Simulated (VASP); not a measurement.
Set up this calculation in VASP 6.6.1, as the native input.

```yaml
Task: single point
Functional: HSE06
Potentials_or_basis: VASP PAW PBE potentials, release 64 (Ga_d, As)
Cutoff: 520 eV
k_mesh: 6 × 6 × 6
Occupations: gaussian, width 0.01 eV
Spin: no spin polarisation
Dipole_correction: no
Grid_for_exact_exchange_PRECFOCK: Normal
Further_INCAR_settings: ALGO = Normal; EDIFF = 1e-06; NBANDS = 16
Share_of_exact_exchange: 0.25
Screening_parameter: 0.2079 1/Å
```

GaAs:

```
CELL_PARAMETERS angstrom
0.00000 2.83309 2.83309
2.83309 0.00000 2.83309
2.83309 2.83309 0.00000
ATOMIC_POSITIONS crystal
Ga 0.00000 0.00000 0.00000
As 0.25000 0.25000 0.25000
```

These files were run (other wordings do the same):

POSCAR

```
GaAs
1.0
    0.0000000000      2.8330850957      2.8330850957
    2.8330850957      0.0000000000      2.8330850957
    2.8330850957      2.8330850957      0.0000000000
Ga As
1 1
Direct
    0.0000000000      0.0000000000      0.0000000000
    0.2500000000      0.2500000000      0.2500000000
```

INCAR.step1

```
SYSTEM = GaAs
ALGO = Normal
EDIFF = 1E-5
ENCUT = 520
GGA = PE
ISIF = 2
ISMEAR = 0
LASPH = .TRUE.
LCHARG = .FALSE.
LREAL = .FALSE.
LWAVE = .TRUE.
NBANDS = 16
NELM = 60
PREC = Accurate
SIGMA = 0.01
```

INCAR.step2

```
SYSTEM = GaAs
ALGO = Normal
EDIFF = 1E-6
ENCUT = 520
GGA = PE
HFSCREEN = 0.2079
ISIF = 2
ISMEAR = 0
ISTART = 1
LASPH = .TRUE.
LCHARG = .FALSE.
LHFCALC = .TRUE.
LREAL = .FALSE.
LWAVE = .FALSE.
NBANDS = 16
NELM = 60
PREC = Accurate
PRECFOCK = Normal
SIGMA = 0.01
```

KPOINTS

```
k-points
0
G
  6 6 6
  0 0 0
```

Potentials or basis: VASP PAW PBE potentials, release 64 (Ga_d, As).

Command:

```console
$ cat potpaw_PBE.64/Ga_d/POTCAR potpaw_PBE.64/As/POTCAR > POTCAR
$ cp INCAR.step1 INCAR
$ mpirun -np 1 vasp_std > vasp.out
$ cp INCAR.step2 INCAR
$ mpirun -np 1 vasp_std > vasp.out
```

It gave:

```json
{
  "Pressure": "0.5 GPa",
  "Band gap on the k mesh": "1.36 eV"
}
```

Caveat: the PAW data sets were made with another functional, which shifts forces and pressure a little.

It took 54 min on 1 thread of Intel Xeon 8259CL (shared host), peak memory 0.3 GiB.
